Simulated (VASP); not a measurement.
TePb:

```
CELL_PARAMETERS angstrom
0.00000 3.20931 3.20931
3.20931 0.00000 3.20931
3.20931 3.20931 0.00000
ATOMIC_POSITIONS crystal
Pb 0.00000 0.00000 0.00000
Te 0.50000 0.50000 0.50000
```

Base run:

```yaml
Program: VASP 6.6.1
Functional: RPBE
Dispersion: D4
Potentials_or_basis: VASP PAW PBE potentials, release 64 (Pb_d, Te)
Cutoff: 520 eV
k_mesh: 7 × 7 × 7
Occupations: fermi-dirac, width 0.05 eV
Spin: no spin polarisation
```

Its results: pressure 0.8 GPa.

Question: The run is repeated on the same cell with these changes: functional from RPBE to r2SCAN. What comes out?

Answer: Pressure 1.9 GPa.

Caveats: the PAW data sets were made with another functional, which shifts forces and pressure a little.
